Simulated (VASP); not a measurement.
# C (Fmmm) in VASP: a series of runs

C is run at these levels: PBEsol+D3(BJ); tasks: single point.

Everything below comes from runs of VASP 6.6.1. Logs are shortened: lines on timing, memory, paths and dates and some standing lists are left out, and cuts for length are marked.

**1. The cell of the first run**

It takes space group Fmmm (No. 69, orthorhombic). The conventional cell has a = 2.416 Å, b = 4.182 Å, c = 5.786 Å, α = 90.00°, β = 90.00°, γ = 90.00°. Within 1.9 Å of C (site symmetry m2m) lie 3 C at 1.39 Å.

**2. Single point, PBEsol+D3(BJ) (7.31 Å³/atom)**

INCAR

```
PREC = Accurate
ENCUT = 520
EDIFF = 1E-6
ISMEAR = 0
SIGMA = 0.03
LREAL = False
LASPH = True
NELM = 80
ALGO = Normal
ISIF = 2
LWAVE = False
LCHARG = False
GGA = PS
IVDW = 12
NBANDS = 11
```

KPOINTS

```
Automatic mesh
0
Gamma
  18 18 18
```

POSCAR

```
C
1.0
    0.0000000000      2.0907807504      2.8929168884
    1.2079117839      0.0000000000      2.8929168884
    1.2079117839      2.0907807504      0.0000000000
C
2
Direct
    0.1667066167      0.8332933833      0.1667066167
    0.8332933833      0.1667066167      0.8332933833
```

Potentials or basis: VASP PAW PBE potentials, release 64 (C).

Started as:

```
$ cat potpaw_PBE.64/C/POTCAR > POTCAR
$ mpirun -np 1 vasp_std > vasp.out
```

OUTCAR:

```text
PREC = Accurate
   ENCUT = 520
   EDIFF = 1E-6
   ISMEAR = 0
   LREAL = False
   LASPH = True
   NELM = 80
   ISIF = 2
   GGA = PS
   IVDW = 12
 IVDW          = 12

 ion  position               nearest neighbor table
   1  0.167  0.833  0.167-   2 1.39   2 1.39   2 1.39
   2  0.833  0.167  0.833-   1 1.39   1 1.39   1 1.39

  LATTYP: Found a face centered orthorhombic cell.
 ALAT       =     2.4158235678
 B/A-ratio  =     1.7309051690
 C/A-ratio  =     2.3949736454

  Lattice vectors:

 A1 = (   0.0000000000,   2.0907807504,   2.8929168884)
 A2 = (   1.2079117839,   0.0000000000,   2.8929168884)
 A3 = (   1.2079117839,   2.0907807504,   0.0000000000)

Analysis of symmetry for initial positions (statically):
=====================================================================
 Subroutine PRICEL returns:
 Original cell was already a primitive cell.

 Routine SETGRP: Setting up the symmetry group for a
 face centered orthorhombic supercell.

 Subroutine GETGRP returns: Found  8 space group operations
 (whereof  8 operations were pure point group operations)
 out of a pool of  8 trial point group operations.

The static configuration has the point symmetry D_2h.

Analysis of symmetry for dynamics (positions and initial velocities):
=====================================================================
 Subroutine PRICEL returns:
 Original cell was already a primitive cell.

 Routine SETGRP: Setting up the symmetry group for a
 face centered orthorhombic supercell.

 Subroutine GETGRP returns: Found  8 space group operations
 (whereof  8 operations were pure point group operations)
 out of a pool of  8 trial point group operations.

The dynamic configuration has the point symmetry D_2h.

 Subroutine INISYM returns: Found  8 space group operations
 (whereof  8 operations are pure point group operations),
 and found     1 'primitive' translations

----------------------------------------------------------------------------------------

                                     Primitive cell

  volume of cell :      14.6120

  direct lattice vectors                    reciprocal lattice vectors
     0.000000000  2.090780750  2.892916888    -0.413937513  0.239145114  0.172835937
     1.207911784  0.000000000  2.892916888     0.413937513 -0.239145114  0.172835937
     1.207911784  2.090780750  0.000000000     0.413937513  0.239145114 -0.172835937

  length of vectors
     3.569360204  3.134967145  2.414625235     0.508337399  0.508337399  0.508337399

  position of ions in fractional coordinates (direct lattice)
     0.166706617  0.833293383  0.166706617
     0.833293383  0.166706617  0.833293383

  ion indices of the primitive-cell ions
   primitive index   ion index
                 1           1
                 2           2

----------------------------------------------------------------------------------------

 KPOINTS: Automatic mesh

Automatic generation of k-mesh.
 Grid dimensions read from file:
 generate k-points for:   18   18   18

 Generating k-lattice:

  Cartesian coordinates                     Fractional coordinates (reciprocal lattice)
    -0.022996529  0.013285840  0.009601996     0.055555556  0.000000000 -0.000000000
     0.022996529 -0.013285840  0.009601996     0.000000000  0.055555556  0.000000000
     0.022996529  0.013285840 -0.009601996    -0.000000000  0.000000000  0.055555556

  Length of vectors
     0.028240967  0.028240967  0.028240967

  Shift w.r.t. Gamma in fractional coordinates (k-lattice)
     0.000000000  0.000000000  0.000000000

 Subroutine IBZKPT returns following result:
 ===========================================

 Found    865 irreducible k-points:

 Following reciprocal coordinates:
            Coordinates               Weight
  0.000000  0.000000  0.000000      1.000000
  0.055556 -0.000000  0.000000      8.000000
  0.111111 -0.000000  0.000000      8.000000
  0.166667  0.000000 -0.000000      8.000000
  0.222222  0.000000  0.000000      8.000000
  0.277778  0.000000  0.000000      8.000000
[... 16 lines left out ...]
 -0.277778  0.055556 -0.000000      8.000000
 -0.222222  0.055556  0.000000      8.000000
 [... further k-points ...]
   k-points           NKPTS =    865   k-points in BZ     NKDIM =    865   number of bands    NBANDS=     11
   number of dos      NEDOS =    301   number of ions     NIONS =      2
   total plane-waves  NPLWV =  12096
   dimension x,y,z NGX =    28 NGY =   24 NGZ =   18
   dimension x,y,z NGXF=    56 NGYF=   48 NGZF=   36
   ions per type =               2
   NGX,Y,Z   is equivalent  to a cutoff of  13.04, 12.73, 12.39 a.u.
   NGXF,Y,Z  is equivalent  to a cutoff of  26.08, 25.45, 24.79 a.u.
 SYSTEM =  unknown system
   PREC   = accura    normal or accurate (medium, high low for compatibility)
   ISTART =      0    job   : 0-new  1-cont  2-samecut
   ICHARG =      2    charge: 1-file 2-atom 10-const
   ISPIN  =      1    spin polarized calculation?
   LNONCOLLINEAR =      F non collinear calculations
   LSORBIT =      F    spin-orbit coupling
   LASPH  =      T    aspherical Exc in radial PAW
   ENCUT  =  520.0 eV  38.22 Ry    6.18 a.u.   6.64  5.83  4.49*2*pi/ulx,y,z
   NELM   =     80;   NELMIN=  2; NELMDL= -5     # of ELM steps
   EDIFF  = 0.1E-05   stopping-criterion for ELM
   LREAL  =      F    real-space projection
   EDIFFG = 0.1E-04   stopping-criterion for IOM
   NSW    =      0    number of steps for IOM
   IBRION =     -1    ionic relax: 0-MD 1-quasi-New 2-CG
   NFREE  =      0    steps in history (QN), initial steepest desc. (CG)
   ISIF   =      2    stress and relaxation
   ISYM   =      2    0-nonsym 1-usesym 2-fastsym
   POTIM  = 0.5000    time-step for ionic-motion
   TEBEG  =    0.0;   TEEND  =   0.0 temperature during run
   PSTRESS=    0.0 pullay stress
   NELECT =       8.0000    total number of electrons
   NUPDOWN=      -1.0000    fix difference up-down
   EMIN   =  10.00;   EMAX   =-10.00  energy-range for DOS
   EFERMI =   0.00;   METHOD = LEGACY
   ISMEAR =     0;   SIGMA  =   0.03  broadening in eV -4-tet -1-fermi 0-gaus
   EFERMI_NEDOS =   21; number of points for ismear=-14 and -15
   IALGO  =     38    algorithm
   IMIX   =      4    mixing-type and parameters
     AMIX     =   0.40;   BMIX     =  1.00
     AMIX_MAG =   1.60;   BMIX_MAG =  1.00
  volume/ion in A,a.u.               =       7.31        49.30
  Fermi-wavevector in a.u.,A,eV,Ry     =   1.339270  2.530854 24.404025  1.793645
  Thomas-Fermi vector in A             =   2.467675
   LORBIT       =      0    0 simple, 1 ext, 2 COOP (PROOUT), +10 PAW based schemes
   GGA     = PS    functional components
   LHFCALC =     F    Hartree Fock is set to
   AEXX    =    0.0000 exact exchange contribution
   IVDW    =    12    specifies the selected vdW correction
   LEPSILON=     F    determine dielectric tensor
   LRPA    =     F    only Hartree local field effects (RPA)
 non-spin polarized calculation
 Gauss-broadening in eV      SIGMA  =   0.03
  energy-cutoff  :      520.00
  volume of cell :       14.61
 maximum number of plane-waves:       407
   NGX = 13   NGY = 11   NGZ =  9

 number of electron       8.0000000 magnetization

 Free energy of the ion-electron system (eV)
  ---------------------------------------------------
  ext. energy  EPLUGINS =         0.00000000
  ---------------------------------------------------
  free energy    TOTEN  =       -19.14053583 eV

  energy without entropy =      -19.14050385  energy(sigma->0) =      -19.14051984

 E-fermi :   6.6429     XC(G=0): -11.6990

 val. band max:        6.6080991465   @ k =   0.4444  -0.1667   0.3889
 cond. band min:       6.6508561250   @ k =  -0.2778   0.0556   0.3333
 fundamental gap:      0.0427569786
 Fermi energy:         6.6428984594

 k-point     1 :       0.0000    0.0000    0.0000
  band No.  band energies     occupation
      1     -13.9592      2.00000
      2       0.5710      2.00000
      3       3.4980      2.00000
      4       3.5814      2.00000
      5      11.9404      0.00000
      6      15.1155      0.00000
      7      15.3454      0.00000
      8      18.4539      0.00000
      9      20.7350      0.00000
     10      29.6633      0.00000
     11      33.1680      0.00000

 k-point     2 :       0.0556   -0.0000    0.0000
  band No.  band energies     occupation
      1     -13.8762      2.00000
      2       0.6154      2.00000
      3       3.2511      2.00000
      4       3.3624      2.00000
      5      12.0868      0.00000
      6      15.2808      0.00000
      7      15.5578      0.00000
      8      18.1322      0.00000
      9      20.8657      0.00000
     10      29.9203      0.00000
     11      32.3480      0.00000

 k-point     3 :       0.1111   -0.0000    0.0000
  band No.  band energies     occupation
      1     -13.6279      2.00000
      2       0.7517      2.00000
      3       2.4403      2.00000
      4       2.9052      2.00000
      5      12.5205      0.00000
      6      15.3739      0.00000
      7      16.4671      0.00000
      8      17.2378      0.00000
      9      21.2808      0.00000
     10      30.0534      0.00000
     11      30.7932      0.00000
[... 267 lines left out ...]
 k-point    23 :      -0.2778    0.0556   -0.0000
  band No.  band energies     occupation
      1     -11.1346      2.00000
      2      -3.1473      2.00000
      3       0.5885      2.00000
      4       2.8814      2.00000
      5      10.8173      0.00000
      6      14.6330      0.00000
      7      16.0553      0.00000
      8      23.5792      0.00000
      9      24.0498      0.00000
     10      25.7302      0.00000
     11      29.9166      0.00000

 k-point    24 :      -0.2222    0.0556    0.0000
  band No.  band energies     occupation
      1     -11.9962      2.00000
      2      -1.6264      2.00000
      3       1.0818      2.00000
      4       2.2817      2.00000
      5      12.4803      0.00000
      6      14.3937      0.00000
      7      15.2415      0.00000
      8      21.5955      0.00000
      9      24.0263      0.00000
     10      25.4470      0.00000
     11      30.6330      0.00000

 [... further k-points ...]

------------------------ aborting loop because EDIFF is reached ----------------------------------------

 Edisp (eV)   -0.24949

 E8    (eV) :    -0.1211

  FORCE on cell =-STRESS in cart. coord.  units (eV):
  Direction    XX          YY          ZZ          XY          YZ          ZX
  --------------------------------------------------------------------------------------
  -------------------------------------------------------------------------------------
  Total       2.84569     2.66826     1.08155    -0.00000     0.00000     0.00000
  in kB     312.02455   292.56929   118.58968    -0.00000     0.00000     0.00000
  external pressure =      241.06 kB  Pullay stress =        0.00 kB

 VOLUME and BASIS-vectors are now :
 -----------------------------------------------------------------------------
  energy-cutoff  :      520.00
  volume of cell :       14.61
      direct lattice vectors                 reciprocal lattice vectors
     0.000000000  2.090780750  2.892916888    -0.413937513  0.239145114  0.172835937
     1.207911784  0.000000000  2.892916888     0.413937513 -0.239145114  0.172835937
     1.207911784  2.090780750  0.000000000     0.413937513  0.239145114 -0.172835937

 POSITION                                       TOTAL-FORCE (eV/Angst)
 -----------------------------------------------------------------------------------
      1.20791      0.69709      2.89292         0.000000     -0.019283      0.000000
      1.20791      3.48447      2.89292         0.000000      0.019283      0.000000
 -----------------------------------------------------------------------------------
    total drift:                                0.000000      0.000000     -0.000000

  FREE ENERGIE OF THE ION-ELECTRON SYSTEM (eV)
  ---------------------------------------------------
  free  energy   TOTEN  =       -19.3900284570 eV

  energy  without entropy=      -19.3899964762  energy(sigma->0) =      -19.39001247
```

It took 65 s on 1 thread of AMD EPYC 9R45 (Zen 5), shared host; peak memory 0.2 GiB.

What came out:

* Free energy: -19.3900 eV
* Pressure: 24.1 GPa
* Largest force: 0.019 eV/Å
* Band gap on the k mesh: zero (bands 4 and 5 overlap by 0.25 eV)
* Dispersion energy per atom: -0.125 eV

Forces on the atoms (eV/Å):
```
C    0.000 -0.019  0.000
C    0.000  0.019  0.000
```

Caveat: the stress differs along the axes, from 12 to 31 GPa; the PAW data sets were made with another functional, which shifts forces and pressure a little.

**3. Single point, PBEsol+D3(BJ) (7.31 Å³/atom)**

INCAR

```
ALGO = Normal
EDIFF = 1E-7
ENCUT = 520
GGA = PS
ISIF = 2
ISMEAR = 0
IVDW = 12
LASPH = True
LCHARG = False
LREAL = False
LWAVE = False
NBANDS = 11
NELM = 80
PREC = Accurate
SIGMA = 0.03
```

KPOINTS

```
k-points
0
Gamma
  18 18 18
```

POSCAR

```
C
1.0
    0.0000000000      1.9282916791      3.4010067066
    1.1140365825      0.0000000000      3.4010067066
    1.1140365825      1.9282916791      0.0000000000
C
2
Direct
    0.1667066167      0.8332933833      0.1667066167
    0.8332933833      0.1667066167      0.8332933833
```

Potentials or basis: VASP PAW PBE potentials, release 64 (C).

Started as:

```
$ cat potpaw_PBE.64/C/POTCAR > POTCAR
$ mpirun -np 1 vasp_std > vasp.out
```

OUTCAR:

```text
EDIFF = 1E-7
   ENCUT = 520
   GGA = PS
   ISIF = 2
   ISMEAR = 0
   IVDW = 12
   LASPH = True
   LREAL = False
   NELM = 80
   PREC = Accurate
 IVDW          = 12

 ion  position               nearest neighbor table
   1  0.167  0.833  0.167-   2 1.29   2 1.29   2 1.29
   2  0.833  0.167  0.833-   1 1.29   1 1.29   1 1.29

  LATTYP: Found a face centered orthorhombic cell.
 ALAT       =     2.2280731650
 B/A-ratio  =     1.7309051690
 C/A-ratio  =     3.0528680656

  Lattice vectors:

 A1 = (   0.0000000000,   1.9282916791,   3.4010067066)
 A2 = (   1.1140365825,   0.0000000000,   3.4010067066)
 A3 = (   1.1140365825,   1.9282916791,   0.0000000000)

Analysis of symmetry for initial positions (statically):
=====================================================================
 Subroutine PRICEL returns:
 Original cell was already a primitive cell.

 Routine SETGRP: Setting up the symmetry group for a
 face centered orthorhombic supercell.

 Subroutine GETGRP returns: Found  8 space group operations
 (whereof  8 operations were pure point group operations)
 out of a pool of  8 trial point group operations.

The static configuration has the point symmetry D_2h.

Analysis of symmetry for dynamics (positions and initial velocities):
=====================================================================
 Subroutine PRICEL returns:
 Original cell was already a primitive cell.

 Routine SETGRP: Setting up the symmetry group for a
 face centered orthorhombic supercell.

 Subroutine GETGRP returns: Found  8 space group operations
 (whereof  8 operations were pure point group operations)
 out of a pool of  8 trial point group operations.

The dynamic configuration has the point symmetry D_2h.

 Subroutine INISYM returns: Found  8 space group operations
 (whereof  8 operations are pure point group operations),
 and found     1 'primitive' translations

[... 119 lines left out ...]
   GGA     = PS    functional components
   LHFCALC =     F    Hartree Fock is set to
   AEXX    =    0.0000 exact exchange contribution
   IVDW    =    12    specifies the selected vdW correction
   LEPSILON=     F    determine dielectric tensor
   LRPA    =     F    only Hartree local field effects (RPA)
 non-spin polarized calculation
 Gauss-broadening in eV      SIGMA  =   0.03
  energy-cutoff  :      520.00
  volume of cell :       14.61
 maximum number of plane-waves:       404
 NGX is ok and might be reduce to    30
   NGX = 15   NGY = 13   NGZ =  9

 number of electron       8.0000000 magnetization

 Free energy of the ion-electron system (eV)
  ---------------------------------------------------
  ext. energy  EPLUGINS =         0.00000000
  ---------------------------------------------------
  free energy    TOTEN  =       -17.69033568 eV

  energy without entropy =      -17.69032803  energy(sigma->0) =      -17.69033185

 E-fermi :   6.4183     XC(G=0): -11.0458

 val. band max:        6.3866670754   @ k =  -0.2778   0.0556   0.3333
 cond. band min:       6.4498930130   @ k =  -0.2222   0.1111   0.3333
 fundamental gap:      0.0632259376
 Fermi energy:         6.4182799136

 k-point     1 :       0.0000    0.0000    0.0000
  band No.  band energies     occupation
      1     -15.7195      2.00000
      2      -2.6371      2.00000
      3       3.7191      2.00000
      4       3.7234      2.00000
      5       9.0833      0.00000
      6      16.9619      0.00000
      7      16.9985      0.00000
      8      22.0381      0.00000
      9      26.8420      0.00000
     10      32.1495      0.00000
     11      33.1405      0.00000
[... 309 lines left out ...]
 k-point    24 :      -0.2222    0.0556    0.0000
  band No.  band energies     occupation
      1     -13.5507      2.00000
      2      -2.2522      2.00000
      3      -0.1115      2.00000
      4       0.6627      2.00000
      5      12.1278      0.00000
      6      14.5477      0.00000
      7      17.4294      0.00000
      8      25.0291      0.00000
      9      26.9328      0.00000
     10      28.7546      0.00000
     11      33.1179      0.00000

 [... further k-points ...]

------------------------ aborting loop because EDIFF is reached ----------------------------------------

 Edisp (eV)   -0.20291

 E8    (eV) :    -0.0987

  FORCE on cell =-STRESS in cart. coord.  units (eV):
  Direction    XX          YY          ZZ          XY          YZ          ZX
  --------------------------------------------------------------------------------------
  -------------------------------------------------------------------------------------
  Total      16.94701    16.97818    -0.14893    -0.00000     0.00000     0.00000
  in kB    1858.20715  1861.62467   -16.32985    -0.00000     0.00000     0.00000
  external pressure =     1234.50 kB  Pullay stress =        0.00 kB

 VOLUME and BASIS-vectors are now :
 -----------------------------------------------------------------------------
  energy-cutoff  :      520.00
  volume of cell :       14.61
      direct lattice vectors                 reciprocal lattice vectors
     0.000000000  1.928291679  3.401006707    -0.448818295  0.259296872  0.147015294
     1.114036583  0.000000000  3.401006707     0.448818295 -0.259296872  0.147015294
     1.114036583  1.928291679  0.000000000     0.448818295  0.259296872 -0.147015294

 POSITION                                       TOTAL-FORCE (eV/Angst)
 -----------------------------------------------------------------------------------
      1.11404      0.64292      3.40101         0.000000      0.001582      0.000000
      1.11404      3.21367      3.40101         0.000000     -0.001582      0.000000
 -----------------------------------------------------------------------------------
    total drift:                               -0.000000      0.000000     -0.000000

  FREE ENERGIE OF THE ION-ELECTRON SYSTEM (eV)
  ---------------------------------------------------
  free  energy   TOTEN  =       -17.8932438805 eV

  energy  without entropy=      -17.8932362271  energy(sigma->0) =      -17.89324005
```

It took 90 s on 1 thread of AMD EPYC 9R45 (Zen 5), shared host; peak memory 0.21 GiB.

Results:

* Free energy: -17.8932 eV
* Pressure: 123.5 GPa
* Dispersion energy per atom: -0.101 eV

Caveat: the stress differs along the axes, from -2 to 186 GPa; the PAW data sets were made with another functional, which shifts forces and pressure a little.

**4. Single point, PBEsol+D3(BJ) (7.31 Å³/atom)**

INCAR

```
SYSTEM = C
PREC = Accurate
ENCUT = 520
EDIFF = 1E-7
ISMEAR = 0
SIGMA = 0.03
LREAL = .FALSE.
LASPH = .TRUE.
NELM = 60
ALGO = Normal
ISIF = 2
LWAVE = .FALSE.
LCHARG = .FALSE.
GGA = PS
IVDW = 12
NBANDS = 11
```

KPOINTS

```
Automatic mesh
0
G
  18 18 18
  0 0 0
```

POSCAR

```
C
1.0
    0.0000000000      2.0078782462      3.1367376280
    1.1600163211      0.0000000000      3.1367376280
    1.1600163211      2.0078782462      0.0000000000
C
2
Direct
    0.1667066167      0.8332933833      0.1667066167
    0.8332933833      0.1667066167      0.8332933833
```

Started as:

```
$ cat potpaw_PBE.64/C/POTCAR > POTCAR
$ mpirun -np 1 vasp_std > vasp.out
```

Wall time 76 s (1 thread of AMD EPYC 9R45 (Zen 5), shared host); peak memory 0.21 GiB.

It converged, with:

```
Free energy                : -18.9489 eV
Pressure                   : 69.9 GPa
Dispersion energy per atom : -0.108 eV
```

Forces on the atoms (eV/Å):
```
C    0.000  0.002  0.000
C    0.000 -0.002  0.000
```

Stress tensor (GPa, compression positive):
```
103.56   0.00   0.00
  0.00 103.36   0.00
  0.00   0.00   2.64
```

Caveat: the stress differs along the axes, from 3 to 104 GPa; the PAW data sets were made with another functional, which shifts forces and pressure a little.

(Part 1 of 2 ends here.)

The gap in the log of VASP goes by the Fermi energy; the results here count the filled bands.